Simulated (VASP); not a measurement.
Wanted: the native input for a VASP 6.6.1 run.

```yaml
Task: single point
Functional: r2SCAN
Potentials_or_basis: VASP PAW PBE potentials, release 64 (B, As)
Cutoff: 520 eV
k_mesh: 10 × 10 × 10
Occupations: fermi-dirac, width 0.02 eV
Spin: non-collinear spin, zero start, spin-orbit coupling
Starting_moments: "[[0.0, 0.0, 0.0], [0.0, 0.0, 0.0]] μB"
Dipole_correction: no
Further_INCAR_settings: ALGO = Normal; EDIFF = 1e-07; NBANDS = 20
```

The system is BAs.

```
B As
1.0
     0.00000    2.39187    2.39187
     2.39187    0.00000    2.39187
     2.39187    2.39187    0.00000
B As
1 1
Direct
  0.00000 0.00000 0.00000
  0.25000 0.25000 0.25000
```

One way to write it, as run:

POSCAR

```
BAs
1.0
    0.0000000000      2.3918676041      2.3918676041
    2.3918676041      0.0000000000      2.3918676041
    2.3918676041      2.3918676041      0.0000000000
B As
1 1
Direct
    0.0000000000      0.0000000000      0.0000000000
    0.2500000000      0.2500000000      0.2500000000
```

INCAR.step1

```
SYSTEM = BAs
PREC     = Accurate       ! precision mode
ENCUT    = 520            ! plane-wave cutoff, eV
ISMEAR   = -1             ! smearing method
SIGMA    = 0.02           ! smearing width, eV
LREAL    = .False.        ! projectors in reciprocal space
LASPH    = .True.         ! aspherical terms in the spheres
NELM     = 150            ! most SCF steps
MAGMOM   = 0 0 0 0 0 0    ! initial moments
LSORBIT  = .True.         ! spin-orbit coupling
GGA_COMPAT= .False.      
NBANDS   = 20             ! bands
GGA      = PE             ! functional
ALGO     = Normal         ! electronic algorithm
EDIFF    = 1E-4           ! SCF threshold, eV
LWAVE    = .True.         ! write WAVECAR
LCHARG   = .False.        ! write CHGCAR
```

INCAR.step2

```
SYSTEM = BAs
PREC     = Accurate       ! precision mode
ENCUT    = 520            ! plane-wave cutoff, eV
EDIFF    = 1E-7           ! SCF threshold, eV
ISMEAR   = -1             ! smearing method
SIGMA    = 0.02           ! smearing width, eV
LREAL    = .False.        ! projectors in reciprocal space
LASPH    = .True.         ! aspherical terms in the spheres
NELM     = 150            ! most SCF steps
ALGO     = Normal         ! electronic algorithm
ISIF     = 2              ! what is computed and relaxed
LWAVE    = .False.        ! write WAVECAR
LCHARG   = .False.        ! write CHGCAR
MAGMOM   = 0 0 0 0 0 0    ! initial moments
LORBIT   = 11             ! projections on sites
LSORBIT  = .True.         ! spin-orbit coupling
GGA_COMPAT= .False.      
LORBMOM  = .True.       
METAGGA  = R2SCAN         ! meta-GGA
LMIXTAU  = .True.       
NBANDS   = 20             ! bands
ISTART   = 1
```

KPOINTS

```
Automatic mesh
0
Gamma
  10 10 10
  0 0 0
```

Potentials or basis: VASP PAW PBE potentials, release 64 (B, As).

Launch:

```console
$ cat potpaw_PBE.64/B/POTCAR potpaw_PBE.64/As/POTCAR > POTCAR
$ cp INCAR.step1 INCAR
$ mpirun -np 1 vasp_ncl > vasp.out
$ cp INCAR.step2 INCAR
$ mpirun -np 1 vasp_ncl > vasp.out
```

It gave:

```json
{
 "Pressure": "0.3 GPa",
 "Net moment": "0.00 μB per cell",
 "Valence electrons inside the program's atomic spheres": "B 1.83; As 2.96"
}
```

Caveat: the PAW data sets were made with another functional, which shifts forces and pressure a little.

Wall time 7.3 min on 1 thread of Intel(R) Xeon(R) 6975P-C (Granite Rapids), on a shared host, peak memory 0.32 GiB.
